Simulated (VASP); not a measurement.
CsPbCl3:

```xyz
5
Lattice="4.9929 0.0000 0.0000 0.0000 4.9929 0.0000 0.0000 0.0000 4.9929" Properties=species:S:1:pos:R:3 pbc="T T T"
Cs    0.0000    0.0000    0.0000
Pb    2.4965    2.4965    2.4965
Cl    2.4965    2.4965    0.0000
Cl    2.4965    0.0000    2.4965
Cl    0.0000    2.4965    2.4965
```

* Program: VASP 6.6.1
* Task: relaxation of cell and atoms
* Functional: PBE
* Potentials or basis: VASP PAW PBE potentials, release 64 (Cs_sv, Pb_d, Cl)
* Cutoff: 600 eV
* k mesh: 6 × 6 × 6
* Occupations: fermi-dirac, width 0.02 eV
* Spin: no spin polarisation

At the start: pressure 23.5 GPa; volume 24.89 Å³/atom.

Task: Where does the relaxation end?

Result: Over 20 steps the energy falls by 640.5 meV/atom and the volume is 37.64 Å³/atom (+51.2 %); space group Pm-3m (No. 221, to 0.05 Å).

Step by step:
```tsv
step	energy change (eV)	largest force (eV/Å)	pressure (GPa)	volume (Å³)
1	0.0000	0.0000	23.51	124.47
2	-3.1372	0.0000	-1.36	202.57
3	-3.1988	0.0000	0.38	185.13
4	-3.2023	0.0000	-0.04	188.58
5	-3.2019	0.0000	0.13	187.12
6	-3.2019	0.0000	0.14	187.13
7	-3.2019	0.0000	0.13	187.15
8	-3.2019	0.0000	0.13	187.15
9	-3.2019	0.0000	0.13	187.15
10	-3.2019	0.0000	0.13	187.15
11	-3.2019	0.0000	0.13	187.15
12	-3.2020	0.0000	0.13	187.15
13	-3.2020	0.0000	0.13	187.15
14	-3.2020	0.0000	0.14	187.16
15	-3.2020	0.0000	0.13	187.18
16	-3.2020	0.0000	0.12	187.21
17	-3.2020	0.0000	0.11	187.28
18	-3.2021	0.0000	0.10	187.41
19	-3.2023	0.0000	0.07	187.68
20	-3.2024	0.0000	0.00	188.22
```

Final structure:
```
CELL_PARAMETERS angstrom
5.73088 0.00000 0.00000
0.00000 5.73088 0.00000
0.00000 0.00000 5.73088
ATOMIC_POSITIONS crystal
Cs 0.00000 0.00000 0.00000
Pb 0.50000 0.50000 0.50000
Cl 0.50000 0.50000 0.00000
Cl 0.50000 0.00000 0.50000
Cl 0.00000 0.50000 0.50000
```

Caveat: the volume moved by over 15 % at a fixed basis, so the end points are rough.
